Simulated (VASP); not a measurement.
Set up this calculation in VASP 6.6.1, as the native input.

| Item | Value |
| --- | --- |
| Task | single point |
| Functional | PBE |
| Potentials or basis | VASP PAW PBE potentials, release 64 (Ca_sv, Si, N) |
| Cutoff | 520 eV |
| k mesh | 6 × 6 × 4 |
| Occupations | gaussian, width 0.1 eV |
| Spin | no spin polarisation |
| Dipole correction | no |
| Further INCAR settings | ALGO = Fast; EDIFF = 1e-07; NBANDS = 38 |

The structure of Ca4Si3N lies in POSCAR:

```
Ca4Si3N
1.0
    4.8021381427      0.0000000000      0.0000000000
    0.0000000000      4.8021381427      0.0000000000
    0.0000000000      0.0000000000      7.0363327934
Ca Si N
4 3 1
Direct
    0.5000000000      0.0000000000      0.9780127069
    0.5000000000      0.0000000000      0.4521241142
    0.0000000000      0.5000000000      0.9780127069
    0.0000000000      0.5000000000      0.4521241142
    0.5000000000      0.5000000000      0.7216552064
    0.0000000000      0.0000000000      0.2007761871
    0.0000000000      0.0000000000      0.7346797630
    0.5000000000      0.5000000000      0.4826152514
```

The input as run:

INCAR

```
PREC = Accurate
ENCUT = 520
EDIFF = 1E-7
ISMEAR = 0
SIGMA = 0.1
LREAL = False
LASPH = True
NELM = 80
ALGO = Fast
ISIF = 2
LWAVE = False
LCHARG = False
GGA = PE
NBANDS = 38
```

KPOINTS

```
Automatic mesh
0
Gamma
  6 6 4
```

Potentials or basis: VASP PAW PBE potentials, release 64 (Ca_sv, Si, N).

Launch:

```console
$ cat potpaw_PBE.64/Ca_sv/POTCAR potpaw_PBE.64/Si/POTCAR potpaw_PBE.64/N/POTCAR > POTCAR
$ mpirun -np 1 vasp_std > vasp.out
```

Results of the run:

* Pressure: 7.8 GPa
* Largest force: 0.027 eV/Å
* Band gap on the k mesh: zero (an odd number of electrons rules out a gap without spin polarisation)

Caveat: the cell stands under pressure.

Run time: 3.8 min on 1 thread of Oxide Virtual Turin-like Processor, with other jobs on the host, peak memory 0.31 GiB.
